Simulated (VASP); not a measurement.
Write the native input for VASP 6.6.1 that does the following.

```
Task                   : single point
Functional             : r2SCAN
Potentials or basis    : VASP PAW PBE potentials, release 64 (Pr)
Cutoff                 : 520 eV
k mesh                 : 13 × 13 × 13
Occupations            : fermi-dirac, width 0.1 eV
Spin                   : no spin polarisation
Dipole correction      : no
Further INCAR settings : ALGO = Normal; EDIFF = 1e-06; NBANDS = 12
```

Pr:

```
Pr
1.0
     0.00000    2.22967    2.22967
     2.22967    0.00000    2.22967
     2.22967    2.22967    0.00000
Pr
1
Cartesian
  0.0000 0.0000 0.0000
```

The input as run:

POSCAR

```
Pr
1.0
    0.0000000000      2.2296723630      2.2296723630
    2.2296723630      0.0000000000      2.2296723630
    2.2296723630      2.2296723630      0.0000000000
Pr
1
Direct
    0.0000000000      0.0000000000      0.0000000000
```

INCAR.step1

```
ALGO = Normal
EDIFF = 1E-4
ENCUT = 520
GGA = PE
ISMEAR = -1
LASPH = T
LCHARG = F
LREAL = F
LWAVE = T
NBANDS = 12
NELM = 60
PREC = Accurate
SIGMA = 0.1
```

INCAR.step2

```
ALGO = Normal
EDIFF = 1E-6
ENCUT = 520
ISIF = 2
ISMEAR = -1
ISTART = 1
LASPH = T
LCHARG = T
LELF = T
LMIXTAU = T
LREAL = F
LVHAR = T
LWAVE = F
METAGGA = R2SCAN
NBANDS = 12
NELM = 60
PREC = Accurate
SIGMA = 0.1
```

KPOINTS

```
k-points
0
Gamma
  13 13 13
```

Potentials or basis: VASP PAW PBE potentials, release 64 (Pr).

The run is started by

```console
$ cat potpaw_PBE.64/Pr/POTCAR > POTCAR
$ cp INCAR.step1 INCAR
$ mpirun -np 1 vasp_std > vasp.out
$ cp INCAR.step2 INCAR
$ mpirun -np 1 vasp_std > vasp.out
```

It gave:

```json
{"Pressure": "2.9 GPa"}
```

Caveat: the PAW data sets were made with another functional, which shifts forces and pressure a little.

It took 3.9 min on 1 thread of AMD EPYC 7R43 64-Core Processor (Zen 3), with other jobs on the host, peak memory 0.13 GiB.
